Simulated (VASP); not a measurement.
Here is a VASP 6.6.1 calculation.

The input INCAR:

```
ALGO = Normal ; EDIFF = 1E-6
ENCUT = 520 ; GGA = PE
ISIF = 2 ; ISMEAR = -1
LASPH = True ; LCHARG = False
LREAL = False ; LWAVE = False
NBANDS = 22 ; NELM = 100
PREC = Accurate ; SIGMA = 0.05
```

File KPOINTS:

```
k-points
0
Gamma
  11 11 6
```

Contents of POSCAR:

```
SiNi
1.0
    3.4315684773      0.0000000000      0.0000000000
   -1.7157842386      2.9718254762      0.0000000000
    0.0000000000      0.0000000000      4.7349571338
Ni Si
2 2
Direct
    0.0000000000      0.0000000000      0.0000000000
    0.0000000000      0.0000000000      0.5000000000
    0.3333333333      0.6666666667      0.2500000000
    0.6666666667      0.3333333333      0.7500000000
```

Potentials or basis: VASP PAW PBE potentials, release 64 (Ni, Si).

Run with:

```console
$ cat potpaw_PBE.64/Ni/POTCAR potpaw_PBE.64/Si/POTCAR > POTCAR
$ mpirun -np 1 vasp_std > vasp.out
```

Estimate the band gap on the k mesh.

zero (band 14 reaches 13.92 eV, above the bottom of band 15 at 8.69 eV).

What does it give for the pressure?

11.8 GPa.

Stress tensor (GPa, compression positive):
```
11.72  0.00  0.00
 0.00 11.72  0.00
 0.00  0.00 11.95
```

Spin polarisation is off, so any magnetic state and its effect on volume and gap are missing.
